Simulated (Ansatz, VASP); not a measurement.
**Two plane-wave programs on BeAs2C**

```xyz
4
Lattice="3.4247 0.0000 0.0000 0.0000 3.4247 0.0000 0.0000 0.0000 4.8969" Properties=species:S:1:pos:R:3 pbc="T T T"
Be    0.0000    0.0000    0.0000
As    0.0000    1.7124    1.2760
As    1.7124    0.0000    3.6209
C     1.7124    1.7124    2.4484
```

Alike in both runs: task single point; functional LDA; k mesh 6 × 6 × 4; occupations fermi-dirac, width 0.02 eV; no spin polarisation.

```csv
,VASP,Ansatz
version,VASP 6.6.1,Ansatz 0.2.0
potentials or method,"VASP PAW LDA potentials, release 64 (Be, As, C)",plane waves
plane-wave cutoff (eV),520,420
valence electrons in the cell,16,36
```

Ansatz gave:

```
pressure (GPa)                     : -4.2
rms of the force components (eV/Å) : 0.017
```

Problem. Which values does VASP return?

Solution. Pressure (GPa): -3.6; rms of the force components (eV/Å): 0.002.

LDA's correlation is that of Perdew and Zunger in VASP and of Perdew and Wang (1992) in Ansatz. VASP's potentials hold 16 valence electrons a cell and Ansatz's 36, so a difference there can come from the potentials and not from the codes.
